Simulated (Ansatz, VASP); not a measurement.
Two plane-wave programs on CuAu3

```
Cu Au
1.0
     3.93797    0.00000    0.00000
     0.00000    3.93797    0.00000
     0.00000    0.00000    3.93797
Cu Au
1 3
Direct
  0.00000 0.00000 0.00000
  0.00000 0.50000 0.50000
  0.50000 0.00000 0.50000
  0.50000 0.50000 0.00000
```

Alike in both runs: functional LDA; k mesh 10 × 10 × 10; occupations fermi-dirac, width 0.15 eV; no spin polarisation.

Ansatz relaxed the structure, and its values are those at the end. VASP's run is a single point on that final structure, the one shown.

```csv
,VASP,Ansatz
version,VASP 6.6.1,Ansatz 0.2.0
potentials or method,"VASP PAW LDA potentials, release 64 (Cu, Au), cutoff 520 eV","scalar-relativistic, plane waves, PAW"
valence electrons in the cell,44,76
```

Ansatz gave:

```
gap on the k mesh at the Fermi level (eV) : none
pressure (GPa)                            : 0.0
```

Problem. Which values does VASP return?

Solution. gap on the k mesh at the Fermi level (eV): none; pressure (GPa): 0.6.

LDA's correlation is that of Perdew and Zunger in VASP and of Perdew and Wang (1992) in Ansatz. A gap of «none» marks a metal or a gap that the smearing closes. VASP's potentials hold 44 valence electrons a cell and Ansatz's 76, so a difference there can come from the potentials and not from the codes.

Spin-orbit coupling is off throughout.
